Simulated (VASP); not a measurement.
Set up this calculation in VASP 6.6.1, as the native input.

```yaml
Task: single point
Functional: PBE
Potentials_or_basis: VASP PAW PBE potentials, release 64 (Si)
Cutoff: 500 eV
k_mesh: 8 × 8 × 8
Occupations: methfessel-paxton, width 0.15 eV
Spin: no spin polarisation
Dipole_correction: no
Further_INCAR_settings: ALGO = Normal; EDIFF = 1e-06; NBANDS = 11
```

The structure of Si lies in POSCAR:

```
Si
1.0
    0.0000000000      2.7240000000      2.7240000000
    2.7240000000      0.0000000000      2.7240000000
    2.7240000000      2.7240000000      0.0000000000
Si
2
Direct
    0.5000000000      0.5000000000      0.5000000000
    0.7500000000      0.7500000000      0.7500000000
```

One way to write it, as run:

INCAR

```
PREC = Accurate
ENCUT = 500
EDIFF = 1E-6
ISMEAR = 1
SIGMA = 0.15
LREAL = F
LASPH = T
NELM = 120
ALGO = Normal
ISIF = 2
LWAVE = F
LCHARG = T
GGA = PE
LELF = T
LVHAR = T
NBANDS = 11
GGA_COMPAT = F
```

KPOINTS

```
regular mesh
0
Gamma
  8 8 8
```

Potentials or basis: VASP PAW PBE potentials, release 64 (Si).

Run with:

```sh
$ cat potpaw_PBE.64/Si/POTCAR > POTCAR
$ mpirun -np 1 vasp_std > vasp.out
```

Results of the run:

| Property | Result |
| --- | --- |
| Pressure | 1.0 GPa |
| Band gap on the k mesh | 0.63 eV, indirect (least direct gap 2.56 eV) |

Run time: 20 s on 1 thread of Intel Xeon 8259CL (shared host), peak memory 0.15 GiB.
